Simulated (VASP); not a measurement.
Runs of VASP 6.6.1 on NiO. The structure is that of space group Fm-3m (No. 225), or close to it. The cells are those of the table. 

```tsv
task	cell	k mesh	cutoff (eV)	gap on the mesh (eV)	pressure (GPa)	moment (μB)
single point	a = 2.979 Å, angles 60.0°, 2 atoms	10 × 10 × 10	520	2.57	(a)	2.00
single point	a = 3.017 Å, angles 60.0°, 2 atoms	10 × 10 × 10	520	2.36	-8.2	2.00
single point	a = 2.862 Å, angles 60.3°, 2 atoms	10 × 10 × 10	520	2.31	22.9	2.00
single point	a = 2.862 Å, angles 60.3°, 2 atoms	6 × 6 × 6	520	2.31	22.9	2.00
relaxation of shape and atoms at fixed volume	relaxed from a = 3.017 Å, angles 60.0°, 2 atoms	10 × 10 × 10	600	2.36	-8.4	2.00
single point	a = 3.018 Å, angles 60.0°, 2 atoms	10 × 10 × 10	520	(b)	-8.4	2.00
single point	a = 2.869 Å, angles 60.0°, 2 atoms	10 × 10 × 10	520	2.32	22.9	2.00
```

Alike in all rows: level PBE+U; potentials or basis VASP PAW PBE potentials, release 64 (Ni, O); spin collinear, ferromagnetic start; Ni d U = 6.2 eV; smearing gaussian 0.05 eV.

Question: Estimate the missing entries.

Answer: (a) -2.1; (b) 2.35.

Caveats: some runs use coarse meshes; a cell with one magnetic atom can't hold antiferromagnetic order, which such compounds often take; the relaxation stopped at its first step, so nothing moved (some runs).

A k mesh can miss the band edges.
